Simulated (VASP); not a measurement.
Write the native input for VASP 6.6.1 that does the following.

```yaml
Task: single point
Functional: PBEsol
Potentials_or_basis: VASP PAW PBE potentials, release 64 (Pb_d)
Cutoff: 520 eV
k_mesh: 12 × 12 × 7
Occupations: fermi-dirac, width 0.05 eV
Spin: no spin polarisation
Dipole_correction: no
Further_INCAR_settings: ALGO = Normal; EDIFF = 1e-07; NBANDS = 21
```

The structure of Pb lies in POSCAR:

```
Pb
1.0
    3.3756006699      0.0000000000      0.0000000000
   -1.6878003349      2.9233559331      0.0000000000
    0.0000000000      0.0000000000      5.5900000000
Pb
2
Direct
    0.3333333333      0.6666666667      0.2500000000
    0.6666666667      0.3333333333      0.7500000000
```

This isn't the form of Pb at room conditions, which is fcc.

This cell differs from its parent crystal: equal xx and yy strain of -3 %.

The input as run:

INCAR

```
SYSTEM = Pb
PREC = Accurate ; ENCUT = 520
EDIFF = 1E-7 ; ISMEAR = -1
SIGMA = 0.05 ; LREAL = .FALSE.
LASPH = .TRUE. ; NELM = 80
ALGO = Normal ; ISIF = 2
LWAVE = .FALSE. ; LCHARG = .FALSE.
GGA = PS ; NBANDS = 21
```

KPOINTS

```
Automatic mesh
0
G
  12 12 7
  0 0 0
```

Potentials or basis: VASP PAW PBE potentials, release 64 (Pb_d).

Command:

```sh
$ cat potpaw_PBE.64/Pb_d/POTCAR > POTCAR
$ mpirun -np 1 vasp_std > vasp.out
```

It gave:

```yaml
Pressure: 4.7 GPa
Band_gap_on_the_k_mesh: zero (bands 14 and 15 overlap by 8.53 eV)
```

Caveat: the cell differs from its parent crystal (equal xx and yy strain of -3 %); the cell stands under pressure; the PAW data sets were made with another functional, which shifts forces and pressure a little; spin-orbit coupling is left out, which moves the levels of the heavy elements.

Wall time 30 s on 1 thread of Intel(R) Xeon(R) 6975P-C (Granite Rapids) (shared host), peak memory 0.21 GiB.
